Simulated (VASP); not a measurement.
# Al (I4/mmm) in VASP: further runs

Al is run at these levels: LDA; tasks: single point.

Program: VASP 6.6.1. These are calculated values, not measurements. Logs are shortened: lines on timing, memory, paths and dates and some standing lists are left out, and cuts for length are marked.

## 1. The cell of the first run

It takes space group I4/mmm (No. 139, tetragonal). The conventional cell has a = 2.887 Å, b = 2.887 Å, c = 3.892 Å, α = 90.00°, β = 90.00°, γ = 90.00°. Al (site symmetry 4/mmm) has 12 Al at 2.82 to 2.89 Å within 3.7 Å.

## 2. Single point, LDA (16.22 Å³/atom)

File INCAR:

```
PREC = Accurate ; ENCUT = 520
EDIFF = 1E-6 ; ISMEAR = 0
SIGMA = 0.15 ; LREAL = False
LASPH = True ; NELM = 100
ALGO = Normal ; ISIF = 2
LWAVE = False ; LCHARG = True
GGA = CA ; LELF = True
LVHAR = True ; NBANDS = 8
```

File KPOINTS:

```
regular mesh
0
Gamma
  22 22 22
```

File POSCAR:

```
Al
1.0
   -1.4433500387      1.4433500387      1.9462131922
    1.4433500387     -1.4433500387      1.9462131922
    1.4433500387      1.4433500387     -1.9462131922
Al
1
Direct
    0.0000000000      0.0000000000      0.0000000000
```

Potentials or basis: VASP PAW LDA potentials, release 64 (Al).

Started as:

```sh
$ cat potpaw_LDA.64/Al/POTCAR > POTCAR
$ mpirun -np 1 vasp_std > vasp.out
```

OUTCAR:

```text
PREC = Accurate
   ENCUT = 520
   EDIFF = 1E-6
   ISMEAR = 0
   LREAL = False
   LASPH = True
   NELM = 100
   ISIF = 2
   GGA = CA

 ion  position               nearest neighbor table
   1  0.000  0.000  0.000-

  LATTYP: Found a body centered tetragonal cell.
 ALAT       =     2.8867000774
 C/A-ratio  =     1.3484000000

  Lattice vectors:

 A1 = (  -1.4433500387,   1.4433500387,   1.9462131922)
 A2 = (   1.4433500387,  -1.4433500387,   1.9462131922)
 A3 = (   1.4433500387,   1.4433500387,  -1.9462131922)

Analysis of symmetry for initial positions (statically):
=====================================================================
 Subroutine PRICEL returns:
 Original cell was already a primitive cell.

 Routine SETGRP: Setting up the symmetry group for a
 body centered tetragonal supercell.

 Subroutine GETGRP returns: Found 16 space group operations
 (whereof 16 operations were pure point group operations)
 out of a pool of 16 trial point group operations.

The static configuration has the point symmetry D_4h.

Analysis of symmetry for dynamics (positions and initial velocities):
=====================================================================
 Subroutine PRICEL returns:
 Original cell was already a primitive cell.

 Routine SETGRP: Setting up the symmetry group for a
 body centered tetragonal supercell.

 Subroutine GETGRP returns: Found 16 space group operations
 (whereof 16 operations were pure point group operations)
 out of a pool of 16 trial point group operations.

The dynamic configuration has the point symmetry D_4h.

 Subroutine INISYM returns: Found 16 space group operations
 (whereof 16 operations are pure point group operations),
 and found     1 'primitive' translations

----------------------------------------------------------------------------------------

                                     Primitive cell

  volume of cell :      16.2179

  direct lattice vectors                    reciprocal lattice vectors
    -1.443350039  1.443350039  1.946213192     0.000000000  0.346416314  0.256909162
     1.443350039 -1.443350039  1.946213192     0.346416314  0.000000000  0.256909162
     1.443350039  1.443350039 -1.946213192     0.346416314  0.346416314  0.000000000

  length of vectors
     2.820330558  2.820330558  2.820330558     0.431284801  0.431284801  0.489906649

  position of ions in fractional coordinates (direct lattice)
     0.000000000  0.000000000  0.000000000

  ion indices of the primitive-cell ions
   primitive index   ion index
                 1           1

----------------------------------------------------------------------------------------

 KPOINTS: regular mesh

Automatic generation of k-mesh.
 Grid dimensions read from file:
 generate k-points for:   22   22   22

 Generating k-lattice:

  Cartesian coordinates                     Fractional coordinates (reciprocal lattice)
     0.000000000  0.015746196  0.011677689     0.045454545 -0.000000000  0.000000000
     0.015746196  0.000000000  0.011677689    -0.000000000  0.045454545  0.000000000
     0.015746196  0.015746196  0.000000000     0.000000000  0.000000000  0.045454545

  Length of vectors
     0.019603855  0.019603855  0.022268484

  Shift w.r.t. Gamma in fractional coordinates (k-lattice)
     0.000000000  0.000000000  0.000000000

 Subroutine IBZKPT returns following result:
 ===========================================

 Found    834 irreducible k-points:

 Following reciprocal coordinates:
            Coordinates               Weight
  0.000000  0.000000  0.000000      1.000000
  0.045455 -0.000000  0.000000      8.000000
  0.090909 -0.000000  0.000000      8.000000
  0.136364  0.000000  0.000000      8.000000
  0.181818  0.000000 -0.000000      8.000000
  0.227273  0.000000 -0.000000      8.000000
[... 16 lines left out ...]
  0.500000  0.045455  0.000000     16.000000
 -0.454545  0.045455  0.000000     16.000000
 [... further k-points ...]
   k-points           NKPTS =    834   k-points in BZ     NKDIM =    834   number of bands    NBANDS=      8
   number of dos      NEDOS =    301   number of ions     NIONS =      1
   total plane-waves  NPLWV =  13824
   dimension x,y,z NGX =    24 NGY =   24 NGZ =   24
   dimension x,y,z NGXF=    48 NGYF=   48 NGZF=   48
   ions per type =               1
   NGX,Y,Z   is equivalent  to a cutoff of  14.15, 14.15, 14.15 a.u.
   NGXF,Y,Z  is equivalent  to a cutoff of  28.29, 28.29, 28.29 a.u.
 SYSTEM =  unknown system
   PREC   = accura    normal or accurate (medium, high low for compatibility)
   ISTART =      0    job   : 0-new  1-cont  2-samecut
   ICHARG =      2    charge: 1-file 2-atom 10-const
   ISPIN  =      1    spin polarized calculation?
   LNONCOLLINEAR =      F non collinear calculations
   LSORBIT =      F    spin-orbit coupling
   LASPH  =      T    aspherical Exc in radial PAW
   ENCUT  =  520.0 eV  38.22 Ry    6.18 a.u.   5.24  5.24  5.24*2*pi/ulx,y,z
   NELM   =    100;   NELMIN=  2; NELMDL= -5     # of ELM steps
   EDIFF  = 0.1E-05   stopping-criterion for ELM
   LREAL  =      F    real-space projection
   EDIFFG = 0.1E-04   stopping-criterion for IOM
   NSW    =      0    number of steps for IOM
   IBRION =     -1    ionic relax: 0-MD 1-quasi-New 2-CG
   NFREE  =      0    steps in history (QN), initial steepest desc. (CG)
   ISIF   =      2    stress and relaxation
   ISYM   =      2    0-nonsym 1-usesym 2-fastsym
   POTIM  = 0.5000    time-step for ionic-motion
   TEBEG  =    0.0;   TEEND  =   0.0 temperature during run
   PSTRESS=    0.0 pullay stress
   NELECT =       3.0000    total number of electrons
   NUPDOWN=      -1.0000    fix difference up-down
   EMIN   =  10.00;   EMAX   =-10.00  energy-range for DOS
   EFERMI =   0.00;   METHOD = LEGACY
   ISMEAR =     0;   SIGMA  =   0.15  broadening in eV -4-tet -1-fermi 0-gaus
   EFERMI_NEDOS =   21; number of points for ismear=-14 and -15
   IALGO  =     38    algorithm
   IMIX   =      4    mixing-type and parameters
     AMIX     =   0.40;   BMIX     =  1.00
     AMIX_MAG =   1.60;   BMIX_MAG =  1.00
  volume/ion in A,a.u.               =      16.22       109.44
  Fermi-wavevector in a.u.,A,eV,Ry     =   0.932790  1.762718 11.838397  0.870098
  Thomas-Fermi vector in A             =   2.059425
   LORBIT       =      0    0 simple, 1 ext, 2 COOP (PROOUT), +10 PAW based schemes
   GGA     = CA    functional components
   LHFCALC =     F    Hartree Fock is set to
   AEXX    =    0.0000 exact exchange contribution
   IVDW    =     0    specifies the selected vdW correction
   LEPSILON=     F    determine dielectric tensor
   LRPA    =     F    only Hartree local field effects (RPA)
 non-spin polarized calculation
 Gauss-broadening in eV      SIGMA  =   0.15
  energy-cutoff  :      520.00
  volume of cell :       16.22
 maximum number of plane-waves:       453
 NGX is ok and might be reduce to    24
   NGX = 11   NGY = 11   NGZ = 11

 number of electron       3.0000000 magnetization

 Free energy of the ion-electron system (eV)
  ---------------------------------------------------
  ext. energy  EPLUGINS =         0.00000000
  ---------------------------------------------------
  free energy    TOTEN  =        -4.18799498 eV

  energy without entropy =       -4.18381702  energy(sigma->0) =       -4.18590600

 E-fermi :   7.9718     XC(G=0): -10.4077

 val. band max:        7.9566632008   @ k =   0.3182   0.3182   0.0455
 cond. band min:       7.9736759773   @ k =  -0.4091   0.1364   0.0000
 fundamental gap:      0.0170127765
 Fermi energy:         7.9718340073

 k-point     1 :       0.0000    0.0000    0.0000
  band No.  band energies     occupation
      1      -3.2479      2.00000
      2      20.4932      0.00000
      3      20.4932      0.00000
      4      21.0086      0.00000
      5      22.0017      0.00000
      6      22.1535      0.00000
      7      22.1535      0.00000
      8      24.7456      0.00000

 k-point     2 :       0.0455   -0.0000    0.0000
  band No.  band energies     occupation
      1      -3.1912      2.00000
      2      19.4871      0.00000
      3      20.2602      0.00000
      4      20.6357      0.00000
      5      22.3441      0.00000
      6      22.4671      0.00000
      7      22.6594      0.00000
      8      25.3274      0.00000

 k-point     3 :       0.0909   -0.0000    0.0000
  band No.  band energies     occupation
      1      -3.0211      2.00000
      2      17.7240      0.00000
      3      19.8179      0.00000
      4      20.2075      0.00000
      5      22.8239      0.00000
      6      23.0507      0.00000
      7      23.1212      0.00000
      8      25.4756      0.00000

 k-point     4 :       0.1364    0.0000    0.0000
  band No.  band energies     occupation
      1      -2.7381      2.00000
      2      15.8809      0.00000
      3      19.3806      0.00000
      4      19.8263      0.00000
      5      22.7857      0.00000
      6      23.6259      0.00000
      7      23.7806      0.00000
      8      24.9687      0.00000

 k-point     5 :       0.1818    0.0000   -0.0000
  band No.  band energies     occupation
      1      -2.3429      2.00000
      2      14.0613      0.00000
      3      19.0070      0.00000
      4      19.5204      0.00000
      5      22.6621      0.00000
      6      23.1871      0.00000
      7      24.1962      0.00000
      8      25.4805      0.00000
[... 177 lines left out ...]
 k-point    22 :       0.4545    0.0455   -0.0000
  band No.  band energies     occupation
      1       2.7522      2.00000
      2       4.3043      2.00000
      3      17.4880      0.00000
      4      18.7484      0.00000
      5      20.3434      0.00000
      6      20.4163      0.00000
      7      23.7912      0.00000
      8      24.0916      0.00000

 k-point    23 :       0.5000    0.0455    0.0000
  band No.  band energies     occupation
      1       3.0786      2.00000
      2       3.9490      2.00000
      3      17.7930      0.00000
      4      18.4063      0.00000
      5      19.9977      0.00000
      6      20.6876      0.00000
      7      23.5766      0.00000
      8      24.3357      0.00000

 k-point    24 :      -0.4545    0.0455    0.0000
  band No.  band energies     occupation
      1       1.9813      2.00000
      2       5.2156      2.00000
      3      18.1565      0.00000
      4      18.1952      0.00000
      5      19.6826      0.00000
      6      21.1151      0.00000
      7      23.2703      0.00000
      8      24.8624      0.00000

 [... further k-points ...]

------------------------ aborting loop because EDIFF is reached ----------------------------------------

  FORCE on cell =-STRESS in cart. coord.  units (eV):
  Direction    XX          YY          ZZ          XY          YZ          ZX
  --------------------------------------------------------------------------------------
  -------------------------------------------------------------------------------------
  Total       -0.2781706     -0.2781706     -0.0001284      0.0000000      0.0000000      0.0000000
  in kB      -27.4807186    -27.4807186     -0.0126810      0.0000000      0.0000000      0.0000000
  external PRESSURE =     -18.3247061 kB  Pullay stress =       0.0000000 kB

 VOLUME and BASIS-vectors are now :
 -----------------------------------------------------------------------------
  energy-cutoff  :      520.00
  volume of cell :       16.22
      direct lattice vectors                 reciprocal lattice vectors
    -1.443350039  1.443350039  1.946213192     0.000000000  0.346416314  0.256909162
     1.443350039 -1.443350039  1.946213192     0.346416314  0.000000000  0.256909162
     1.443350039  1.443350039 -1.946213192     0.346416314  0.346416314  0.000000000

 POSITION                                       TOTAL-FORCE (eV/Angst)
 -----------------------------------------------------------------------------------
      0.00000      0.00000      0.00000        -0.000000      0.000000      0.000000
 -----------------------------------------------------------------------------------
    total drift:                                0.000000      0.000000      0.000000

  FREE ENERGIE OF THE ION-ELECTRON SYSTEM (eV)
  ---------------------------------------------------
  free  energy   TOTEN  =        -4.1879949777 eV

  energy  without entropy=       -4.1838170241  energy(sigma->0) =       -4.18590600
```

It took 92 s on 1 thread of Intel Xeon 8259CL, shared host; peak memory 0.2 GiB.

What came out:

```yaml
Free_energy: -4.1880 eV
Pressure: -1.8 GPa
Band_gap_on_the_k_mesh: zero (an odd number of electrons rules out a gap without spin polarisation)
```

(Continued in part 2 of 2.)
